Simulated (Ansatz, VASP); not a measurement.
**Two plane-wave programs on CuO**

File INCAR:

```
SYSTEM = CuO
ALGO = Normal
EDIFF = 1E-6
ENCUT = 1340
GGA = CA
GGA_COMPAT = .False.
ISIF = 2
ISMEAR = 0
ISPIN = 2
LASPH = .True.
LCHARG = .True.
LDAU = .True.
LDAUJ = 0 0
LDAUL = 2 -1
LDAUPRINT = 1
LDAUTYPE = 2
LDAUU = 8 0
LELF = .True.
LMAXMIX = 4
LORBIT = 11
LREAL = .False.
LVHAR = .True.
LWAVE = .False.
MAGMOM = 1 0
NBANDS = 24
NELM = 200
PREC = Accurate
SIGMA = 0.05
```

KPOINTS

```
k-points
0
Gamma
  7 7 7
  0 0 0
```

File POSCAR:

```
CuO
1.0
    2.5525506100      0.0000000000      0.0000000000
    0.0000000000      2.5525506100      0.0000000000
    0.0000000000      0.0000000000      2.5525506100
Cu O
1 1
Direct
    0.0000000000      0.0000000000      0.0000000000
    0.5000000000      0.5000000000      0.5000000000
```

Input for Ansatz:

```yaml
crystal:
  lattice:
    - [2.55255061, 0.0, 0.0]
    - [0.0, 2.55255061, 0.0]
    - [0.0, 0.0, 2.55255061]
  atoms:
    - { symbol: Cu, position: [0.0, 0.0, 0.0], spin: 1.0 }
    - { symbol: O, position: [0.5, 0.5, 0.5] }
basis:
  ecutwfc: 420
  ecutrho_ratio: 4
kpoints:
  mp_grid: { grid: [7, 7, 7] }
hamiltonian:
  xc: lda
  hubbard: { sites: [{ site: 0, l: d, u_eff: 8.0 }] }
scf:
  occupations: { method: gaussian, width: 0.05 }
  lower_state_search: "off"
  max_iter: 150
output:
  forces: true
  stress: true
  eigenvalues: true
  populations: true
  hubbard: { sites: [{ site: 0, l: d }] }
magnetization:
  spin_polarized: true
```

Alike in both runs: task single point; functional LDA; k mesh 7 × 7 × 7; occupations gaussian, width 0.05 eV; collinear spin; Hubbard terms Cu d U = 8.0 eV.

|  | VASP | Ansatz |
| --- | --- | --- |
| version | VASP 6.6.1 | Ansatz 0.2.0 |
| potentials or method | VASP PAW LDA potentials, release 64 (Cu_sv_GW, O_h), cutoff 1340 eV | scalar-relativistic, plane waves, PAW |
| valence electrons in the cell | 25 | 25 |

Ansatz gave:

* gap on the k mesh at the Fermi level (eV): none
* pressure (GPa): 11.0
* net moment per atom (μB): 0.50
* size of the moment on the site where the two differ most (μB): 0.73

Q: What did VASP give for the same quantities?

A: gap on the k mesh at the Fermi level (eV): none; pressure (GPa): -0.7; net moment per atom (μB): 0.50; size of the moment on the site where the two differ most (μB): 0.43.

LDA's correlation is that of Perdew and Zunger in VASP and of Perdew and Wang (1992) in Ansatz. Site moments also hang on the region over which each program counts them. The programs project onto different local orbitals, so the same U acts differently, and such runs can settle in different states. A gap of «none» marks a metal or a gap that the smearing closes. Ansatz's warnings: filled band counts differ across k points.
